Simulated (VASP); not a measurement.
A run of VASP 6.6.1 is set up as follows.

INCAR

```
SYSTEM = PtSe2
  PREC = Accurate
  ENCUT = 520
  EDIFF = 1E-6
  ISMEAR = -1
  SIGMA = 0.15
  LREAL = .False.
  LASPH = .True.
  NELM = 100
  ALGO = Normal
  ISIF = 2
  LWAVE = .False.
  LCHARG = .True.
  GGA = PE
  LELF = .True.
  LVHAR = .True.
  NBANDS = 18
```

File KPOINTS:

```
Automatic mesh
0
Gamma
  10 10 7
  0 0 0
```

Contents of POSCAR:

```
PtSe2
1.0
    3.7545619257      0.0000000000      0.0000000000
   -1.8772809629      3.2515460078      0.0000000000
    0.0000000000      0.0000000000      6.2617307799
Pt Se
1 2
Direct
    0.0000000000      0.0000000000      0.0000000000
    0.3333333333      0.6666666667      0.2084701919
    0.6666666667      0.3333333333      0.7915298081
```

Potentials or basis: VASP PAW PBE potentials, release 64 (Pt, Se).

Command:

```console
$ cat potpaw_PBE.64/Pt/POTCAR potpaw_PBE.64/Se/POTCAR > POTCAR
$ mpirun -np 1 vasp_std > vasp.out
```

Problem. What does it give for the pressure?

Solution. 0.0 GPa.

Problem. What does it give for the band gap on the k mesh?

Solution. 0.80 eV, indirect (least direct gap 1.06 eV).

Caveat: spin-orbit coupling is left out, which moves the levels of the heavy elements; this functional lacks dispersion, which binds the layers, so the pressure and a relaxed spacing across them are unreliable. A hybrid or GW would open this gap; PBE tends to underestimate it.
